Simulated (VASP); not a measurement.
# InSe (R3m) in VASP: single point with LDA

Aim: the single point of InSe with LDA.

All numbers are computed with VASP 6.6.1; they aren't measurements. Logs are shortened: lines on timing, memory, paths and dates and some standing lists are left out, and cuts for length are marked.

### Step 1. The cell of the first run

The structure is trigonal, space group R3m (No. 160). The conventional cell has a = 3.973 Å, b = 3.973 Å, c = 24.389 Å, α = 90.00°, β = 90.00°, γ = 120.00°. In (site symmetry 3m) has 3 Se at 2.62 Å and 1 In at 2.74 Å within 3.5 Å. Within 3.5 Å of In (site symmetry 3m) lie 3 Se at 2.62 Å and 1 In at 2.74 Å. Se (site symmetry 3m) has 3 In at 2.62 Å within 3.5 Å. Se (site symmetry 3m) has 3 In at 2.62 Å within 3.5 Å.

### Step 2. Single point, LDA

Contents of INCAR:

```
PREC = Accurate
ENCUT = 520
EDIFF = 1E-6
ISMEAR = 0
SIGMA = 0.01
LREAL = False
LASPH = True
NELM = 80
ALGO = Normal
ISIF = 2
LWAVE = False
LCHARG = True
GGA = CA
LELF = True
LVHAR = True
NBANDS = 27
```

Contents of KPOINTS:

```
regular mesh
0
Gamma
  12 12 12
```

Contents of POSCAR:

```
InSe
1.0
    1.9866579851      1.1469975225      8.1298192450
   -1.9866579851      1.1469975225      8.1298192450
    0.0000000000     -2.2939950450      8.1298192449
In Se
2 2
Direct
   -0.0005292519     -0.0005292519     -0.0005292519
    0.1118988202      0.1118988202      0.1118988202
    0.6141477369      0.6141477369      0.6141477369
    0.8304826948      0.8304826948      0.8304826948
```

Potentials or basis: VASP PAW LDA potentials, release 64 (In_d, Se).

Launch:

```sh
$ cat potpaw_LDA.64/In_d/POTCAR potpaw_LDA.64/Se/POTCAR > POTCAR
$ mpirun -np 1 vasp_std > vasp.out
```

OUTCAR:

```text
PREC = Accurate
   ENCUT = 520
   EDIFF = 1E-6
   ISMEAR = 0
   LREAL = False
   LASPH = True
   NELM = 80
   ISIF = 2
   GGA = CA

 ion  position               nearest neighbor table
   1  0.999  0.999  0.999-   3 2.62   3 2.62   3 2.62   2 2.74
   2  0.112  0.112  0.112-   4 2.62   4 2.62   4 2.62   1 2.74
   3  0.614  0.614  0.614-   1 2.62   1 2.62   1 2.62
   4  0.830  0.830  0.830-   2 2.62   2 2.62   2 2.62

  LATTYP: Found a trigonal (rhomboedric) cell.
 ALAT       =     8.4472702231
 COS(alpha) =     0.8893775085

  Lattice vectors:

 A1 = (   1.9866579851,   1.1469975225,   8.1298192450)
 A2 = (  -1.9866579851,   1.1469975225,   8.1298192450)
 A3 = (   0.0000000000,  -2.2939950450,   8.1298192449)

Analysis of symmetry for initial positions (statically):
=====================================================================
 Subroutine PRICEL returns:
 Original cell was already a primitive cell.

 Routine SETGRP: Setting up the symmetry group for a
 trigonal (rhombohedral) supercell.

 Subroutine GETGRP returns: Found  6 space group operations
 (whereof  6 operations were pure point group operations)
 out of a pool of 12 trial point group operations.

The static configuration has the point symmetry C_3v.

Analysis of symmetry for dynamics (positions and initial velocities):
=====================================================================
 Subroutine PRICEL returns:
 Original cell was already a primitive cell.

 Routine SETGRP: Setting up the symmetry group for a
 trigonal (rhombohedral) supercell.

 Subroutine GETGRP returns: Found  6 space group operations
 (whereof  6 operations were pure point group operations)
 out of a pool of 12 trial point group operations.

The dynamic configuration has the point symmetry C_3v.

 Subroutine INISYM returns: Found  6 space group operations
 (whereof  6 operations are pure point group operations),
 and found     1 'primitive' translations

----------------------------------------------------------------------------------------

                                     Primitive cell

  volume of cell :     111.1521

  direct lattice vectors                    reciprocal lattice vectors
     1.986657985  1.146997522  8.129819245     0.251678952  0.145306911  0.041001322
    -1.986657985  1.146997522  8.129819245    -0.251678952  0.145306911  0.041001322
     0.000000000 -2.293995045  8.129819245     0.000000000 -0.290613822  0.041001322

  length of vectors
     8.447270223  8.447270223  8.447270223     0.293491911  0.293491911  0.293491911

  position of ions in fractional coordinates (direct lattice)
     0.999470748  0.999470748  0.999470748
     0.111898820  0.111898820  0.111898820
     0.614147737  0.614147737  0.614147737
     0.830482695  0.830482695  0.830482695

  ion indices of the primitive-cell ions
   primitive index   ion index
                 1           1
                 2           2
                 3           3
                 4           4

----------------------------------------------------------------------------------------

 KPOINTS: regular mesh

Automatic generation of k-mesh.
 Grid dimensions read from file:
 generate k-points for:   12   12   12

 Generating k-lattice:

  Cartesian coordinates                     Fractional coordinates (reciprocal lattice)
     0.020973246  0.012108909  0.003416777     0.083333333  0.000000000  0.000000000
    -0.020973246  0.012108909  0.003416777     0.000000000  0.083333333  0.000000000
     0.000000000 -0.024217818  0.003416777     0.000000000  0.000000000  0.083333333

  Length of vectors
     0.024457659  0.024457659  0.024457659

  Shift w.r.t. Gamma in fractional coordinates (k-lattice)
     0.000000000  0.000000000  0.000000000

 Subroutine IBZKPT returns following result:
 ===========================================

 Found    189 irreducible k-points:

 Following reciprocal coordinates:
            Coordinates               Weight
  0.000000  0.000000  0.000000      1.000000
  0.083333  0.000000 -0.000000      6.000000
  0.166667  0.000000 -0.000000      6.000000
  0.250000  0.000000 -0.000000      6.000000
  0.333333  0.000000 -0.000000      6.000000
  0.416667  0.000000  0.000000      6.000000
[... 16 lines left out ...]
  0.500000  0.166667 -0.000000     12.000000
 -0.416667  0.166667  0.000000     12.000000
 [... further k-points ...]
   k-points           NKPTS =    189   k-points in BZ     NKDIM =    189   number of bands    NBANDS=     27
   number of dos      NEDOS =    301   number of ions     NIONS =      4
   total plane-waves  NPLWV = 262144
   dimension x,y,z NGX =    64 NGY =   64 NGZ =   64
   dimension x,y,z NGXF=   128 NGYF=  128 NGZF=  128
   ions per type =               2   2
   NGX,Y,Z   is equivalent  to a cutoff of  12.60, 12.60, 12.60 a.u.
   NGXF,Y,Z  is equivalent  to a cutoff of  25.19, 25.19, 25.19 a.u.
 SYSTEM =  unknown system
   PREC   = accura    normal or accurate (medium, high low for compatibility)
   ISTART =      0    job   : 0-new  1-cont  2-samecut
   ICHARG =      2    charge: 1-file 2-atom 10-const
   ISPIN  =      1    spin polarized calculation?
   LNONCOLLINEAR =      F non collinear calculations
   LSORBIT =      F    spin-orbit coupling
   LASPH  =      T    aspherical Exc in radial PAW
   ENCUT  =  520.0 eV  38.22 Ry    6.18 a.u.  15.71 15.71 15.71*2*pi/ulx,y,z
   NELM   =     80;   NELMIN=  2; NELMDL= -5     # of ELM steps
   EDIFF  = 0.1E-05   stopping-criterion for ELM
   LREAL  =      F    real-space projection
   EDIFFG = 0.1E-04   stopping-criterion for IOM
   NSW    =      0    number of steps for IOM
   IBRION =     -1    ionic relax: 0-MD 1-quasi-New 2-CG
   NFREE  =      0    steps in history (QN), initial steepest desc. (CG)
   ISIF   =      2    stress and relaxation
   ISYM   =      2    0-nonsym 1-usesym 2-fastsym
   POTIM  = 0.5000    time-step for ionic-motion
   TEBEG  =    0.0;   TEEND  =   0.0 temperature during run
   PSTRESS=    0.0 pullay stress
   NELECT =      38.0000    total number of electrons
   NUPDOWN=      -1.0000    fix difference up-down
   EMIN   =  10.00;   EMAX   =-10.00  energy-range for DOS
   EFERMI =   0.00;   METHOD = LEGACY
   ISMEAR =     0;   SIGMA  =   0.01  broadening in eV -4-tet -1-fermi 0-gaus
   EFERMI_NEDOS =   21; number of points for ismear=-14 and -15
   IALGO  =     38    algorithm
   IMIX   =      4    mixing-type and parameters
     AMIX     =   0.40;   BMIX     =  1.00
     AMIX_MAG =   1.60;   BMIX_MAG =  1.00
  volume/ion in A,a.u.               =      27.79       187.52
  Fermi-wavevector in a.u.,A,eV,Ry     =   1.144713  2.163195 17.828651  1.310369
  Thomas-Fermi vector in A             =   2.281404
   LORBIT       =      0    0 simple, 1 ext, 2 COOP (PROOUT), +10 PAW based schemes
   GGA     = CA    functional components
   LHFCALC =     F    Hartree Fock is set to
   AEXX    =    0.0000 exact exchange contribution
   IVDW    =     0    specifies the selected vdW correction
   LEPSILON=     F    determine dielectric tensor
   LRPA    =     F    only Hartree local field effects (RPA)
 non-spin polarized calculation
 Gauss-broadening in eV      SIGMA  =   0.01
  energy-cutoff  :      520.00
  volume of cell :      111.15
 maximum number of plane-waves:      3037
   NGX = 31   NGY = 31   NGZ = 31

 number of electron      38.0000000 magnetization

 Free energy of the ion-electron system (eV)
  ---------------------------------------------------
  ext. energy  EPLUGINS =         0.00000000
  ---------------------------------------------------
  free energy    TOTEN  =       -16.67128199 eV

  energy without entropy =      -16.67128199  energy(sigma->0) =      -16.67128199

 E-fermi :   4.6206     XC(G=0):  -9.5013

 val. band max:        4.5464867202   @ k =   0.5000   0.5000   0.5000
 cond. band min:       4.7541708155   @ k =   0.5000   0.5000   0.5000
 fundamental gap:      0.2076840953
 Fermi energy:         4.6205946370

 k-point     1 :       0.0000    0.0000    0.0000
  band No.  band energies     occupation
      1     -10.4131      2.00000
      2     -10.1920      2.00000
      3     -10.1920      2.00000
      4     -10.0906      2.00000
      5     -10.0906      2.00000
      6     -10.0819      2.00000
[... 19 lines left out ...]
     26       9.8505      0.00000
     27      12.0435      0.00000

 k-point     2 :       0.0833    0.0000   -0.0000
  band No.  band energies     occupation
      1     -10.4134      2.00000
      2     -10.2298      2.00000
      3     -10.1909      2.00000
      4     -10.1292      2.00000
      5     -10.0850      2.00000
      6     -10.0845      2.00000
[... 19 lines left out ...]
     26      10.0280      0.00000
     27      12.0308      0.00000

 k-point     3 :       0.1667    0.0000   -0.0000
  band No.  band energies     occupation
      1     -10.4215      2.00000
      2     -10.3015      2.00000
      3     -10.2132      2.00000
      4     -10.1890      2.00000
      5     -10.0911      2.00000
      6     -10.0697      2.00000
[... 19 lines left out ...]
     26      10.4422      0.00000
     27      11.2794      0.00000

 k-point     4 :       0.2500    0.0000   -0.0000
  band No.  band energies     occupation
      1     -10.4595      2.00000
      2     -10.3419      2.00000
      3     -10.3014      2.00000
      4     -10.1882      2.00000
      5     -10.0997      2.00000
      6     -10.0489      2.00000
[... 19 lines left out ...]
     26      10.8313      0.00000
     27      11.1634      0.00000
[... 516 lines left out ...]
      4     -10.1994      2.00000
      5     -10.0990      2.00000
      6     -10.0316      2.00000
[... 19 lines left out ...]
     26      11.0751      0.00000
     27      11.4778      0.00000

 k-point    23 :       0.5000    0.1667   -0.0000
  band No.  band energies     occupation
      1     -10.5501      2.00000
      2     -10.4318      2.00000
      3     -10.3434      2.00000
      4     -10.2039      2.00000
      5     -10.1007      2.00000
      6     -10.0221      2.00000
[... 19 lines left out ...]
     26      11.3678      0.00000
     27      11.9724      0.00000

 k-point    24 :      -0.4167    0.1667    0.0000
  band No.  band energies     occupation
      1     -10.5616      2.00000
      2     -10.4428      2.00000
      3     -10.3424      2.00000
      4     -10.2056      2.00000
      5     -10.1014      2.00000
      6     -10.0185      2.00000
[... 19 lines left out ...]
     26      11.4926      0.00000
     27      12.2860      0.00000

 [... further k-points ...]
[... 5 lines left out ...]
  --------------------------------------------------------------------------------------
  -------------------------------------------------------------------------------------
  Total        0.1013307      0.1013307      0.1195756      0.0000000      0.0000000      0.0000000
  in kB        1.4606085      1.4606085      1.7235963      0.0000000      0.0000000      0.0000000
  external PRESSURE =       1.5482711 kB  Pullay stress =       0.0000000 kB

 VOLUME and BASIS-vectors are now :
 -----------------------------------------------------------------------------
  energy-cutoff  :      520.00
  volume of cell :      111.15
      direct lattice vectors                 reciprocal lattice vectors
     1.986657985  1.146997522  8.129819245     0.251678952  0.145306911  0.041001322
    -1.986657985  1.146997522  8.129819245    -0.251678952  0.145306911  0.041001322
     0.000000000 -2.293995045  8.129819245     0.000000000 -0.290613822  0.041001322

 POSITION                                       TOTAL-FORCE (eV/Angst)
 -----------------------------------------------------------------------------------
      0.00000      0.00000     24.37655         0.000000     -0.000000      0.012800
      0.00000      0.00000      2.72915         0.000000      0.000000     -0.013043
      0.00000      0.00000     14.97873         0.000000      0.000000     -0.026966
      0.00000      0.00000     20.25502         0.000000     -0.000000      0.027209
 -----------------------------------------------------------------------------------
    total drift:                                0.000000     -0.000000     -0.000097

  FREE ENERGIE OF THE ION-ELECTRON SYSTEM (eV)
  ---------------------------------------------------
  free  energy   TOTEN  =       -16.6712819932 eV

  energy  without entropy=      -16.6712819932  energy(sigma->0) =      -16.67128199
```

Wall time 28 min (1 thread of Intel Xeon Platinum 8488C (Sapphire Rapids), shared host); peak memory 0.76 GiB.

What came out:

```
Free energy            : -16.6713 eV
Pressure               : 0.2 GPa
Largest force          : 0.027 eV/Å
Band gap on the k mesh : 0.21 eV, direct
```

Forces in eV/Å, atoms in the order of the input:
```
In   0.000  0.000  0.013
In   0.000  0.000 -0.013
Se   0.000  0.000 -0.027
Se   0.000  0.000  0.027
```

Levels at points of the mesh, in eV from the valence-band top:
```
           k point  band 16  band 17  band 18  band 19  band 20  band 21  band 22  band 23
(0.00, 0.00, 0.00)    -1.48    -1.48    -1.30    -1.30     1.70     1.92     4.18     4.18
(0.50, 0.00, 0.00)    -2.66    -2.57    -2.36    -1.81     0.91     1.90     3.56     3.89
(0.50, 0.50, 0.00)    -2.90    -2.75    -2.14    -1.66     0.92     1.88     3.13     3.34
(0.50, 0.50, 0.50)    -1.55    -1.22    -1.22     0.00     0.21     1.97     4.06     4.06
```

Caveat: spin-orbit coupling is left out, which moves the levels of the heavy elements.
